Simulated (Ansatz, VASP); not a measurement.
In2O in VASP and in Ansatz

```
In O
1.0
    -2.32756    2.32756    3.74012
     2.32756   -2.32756    3.74012
     2.32756    2.32756   -3.74012
In O
2 1
Direct
  0.72453 0.72453 0.00000
  0.27547 0.27547 0.00000
  0.00000 0.00000 0.00000
```

Alike in both runs: functional PBE; k mesh 14 × 14 × 14; occupations gaussian, width 0.1 eV; no spin polarisation.

Ansatz relaxed the structure, and its values are those at the end. VASP's run is a single point on that final structure, the one shown.

|  | VASP | Ansatz |
| --- | --- | --- |
| version | VASP 6.6.1 | Ansatz 0.2.0 |
| potentials or method | VASP PAW PBE potentials, release 64 (In_d, O), cutoff 520 eV | scalar-relativistic, plane waves, PAW |
| valence electrons in the cell | 32 | 32 |

```csv
,VASP,Ansatz,Ansatz less VASP
gap on the k mesh at the Fermi level (eV),none,none,-
pressure (GPa),0.0,0.0,-0.06
rms of the force components (eV/Å),0.027,0.000,-0.0268
```

A gap of «none» marks a metal or a gap that the smearing closes.
